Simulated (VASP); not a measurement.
# Tl: relaxation of cell and atoms with PBE

Crystal: Tl.

```
Tl
1.0
     3.16000    0.00000    0.00000
     0.00000    3.16000    0.00000
     0.00000    0.00000    3.16000
Tl
1
Direct
  0.00000 0.00000 0.00000
```

This isn't the form of Tl at room conditions, which is hcp.

```yaml
Program: VASP 6.6.1
Task: relaxation of cell and atoms
Functional: PBE
Potentials_or_basis: VASP PAW PBE potentials, release 64 (Tl_d)
Cutoff: 600 eV
k_mesh: 7 × 7 × 7
Occupations: fermi-dirac, width 0.1 eV
Spin: no spin polarisation
Target_pressure: 20 GPa
Dipole_correction: no
Further_INCAR_settings: ALGO = Normal; EDIFF = 1e-06; IBRION = 2; EDIFFG = -0.02; NSW = 80; ISIF = 3
```

| Property | Result |
| --- | --- |
| Relaxed volume | 23.97 Å³/atom |
| Relaxed cell | a = 2.883 Å, b = 2.883 Å, c = 2.883 Å, α = 90.00°, β = 90.00°, γ = 90.00° |
| Space group after relaxing (to 0.1 Å) | Pm-3m (No. 221) |
| Energy change on relaxing (the run minimises the enthalpy) | +427.2 meV/atom |
| Ionic steps | 5 |
| Pressure after relaxing | 20.0 GPa |
| Band gap on the k mesh | zero (an odd number of electrons rules out a gap without spin polarisation) |

The path:
```tsv
step	energy change (eV)	largest force (eV/Å)	pressure (GPa)	volume (Å³)
1	0.0000	0.0000	2.33	31.55
2	1.9685	0.0000	78.89	18.18
3	0.3796	0.0000	18.22	24.37
4	0.4105	0.0000	19.39	24.11
5	0.4272	0.0000	20.01	23.97
```

Final structure:
```xyz
1
Lattice="2.8835 0.0000 0.0000 0.0000 2.8835 0.0000 0.0000 0.0000 2.8835" Properties=species:S:1:pos:R:3 pbc="T T T"
Tl    0.0000    0.0000    0.0000
```

Levels at points of the mesh, in eV from the Fermi level:
| k point | band 4 | band 5 | band 6 | band 7 | band 8 | band 9 |
| --- | --- | --- | --- | --- | --- | --- |
| (0.00, 0.00, 0.00) | -11.36 | -11.36 | -11.36 | 8.01 | 8.01 | 8.01 |

It took 48 s on 1 thread of Intel Xeon 8259CL, with other jobs on the host, peak memory 0.17 GiB.

Caveat: the cell is relaxed towards a set pressure, so the run minimises the enthalpy, not the energy; the volume moved by over 15 % at a fixed basis, so the end points are rough; spin-orbit coupling is left out, which moves the levels of the heavy elements.
